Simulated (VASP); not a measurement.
SbSeBr3: single point with PBE

Crystal: SbSeBr3.

```
Sb Se Br
1.0
     4.68618    2.70557    4.10197
    -4.68618    2.70557    4.10197
     0.00000   -5.41114    4.10197
Sb Se Br
1 1 3
Direct
  0.70817 0.70817 0.70817
  0.50658 0.50658 0.50658
  0.63384 0.07651 0.63384
  0.63384 0.63384 0.07651
  0.07651 0.63384 0.63384
```

The cell was generated, and may not be a known phase.

```yaml
Program: VASP 6.6.1
Task: single point
Functional: PBE
Potentials_or_basis: VASP PAW PBE potentials, release 64 (Sb, Se, Br)
Cutoff: 520 eV
k_mesh: 6 × 6 × 6
Occupations: gaussian, width 0.1 eV
Spin: no spin polarisation
Dipole_correction: no
Further_INCAR_settings: ALGO = Normal; EDIFF = 1e-06; NBANDS = 24
```

| Property | Result |
| --- | --- |
| Pressure | 0.0 GPa |
| Largest force | 0.026 eV/Å |
| Band gap on the k mesh | 0.13 eV (least direct gap 0.25 eV) |

Forces on the atoms (eV/Å):
```
Sb   0.000  0.000  0.026
Se   0.000  0.000 -0.021
Br   0.004 -0.002 -0.002
Br   0.000  0.004 -0.002
Br  -0.004 -0.002 -0.002
```

Levels at points of the mesh, in eV from the valence-band top:
| k point | band 13 | band 14 | band 15 | band 16 | band 17 | band 18 | band 19 | band 20 |
| --- | --- | --- | --- | --- | --- | --- | --- | --- |
| (0.00, 0.00, 0.00) | -2.07 | -1.84 | -0.11 | -0.11 | 0.13 | 2.95 | 2.95 | 4.15 |
| (0.50, 0.00, 0.00) | -1.87 | -1.77 | -1.25 | 0.00 | 0.97 | 2.97 | 3.08 | 3.89 |
| (0.50, 0.50, 0.00) | -1.93 | -1.78 | -0.90 | -0.84 | 1.21 | 3.09 | 3.53 | 3.61 |
| (0.50, 0.50, 0.50) | -2.02 | -1.73 | -1.18 | -1.18 | 0.93 | 3.29 | 3.81 | 3.81 |

Run time: 2.9 min on 1 thread of Intel(R) Xeon(R) 6975P-C (Granite Rapids), on a shared host, peak memory 0.57 GiB.

Caveat: semilocal functionals underestimate gaps, and a narrow one can read as zero; spin-orbit coupling is left out, which moves the levels of the heavy elements. A k mesh can miss the band edges.
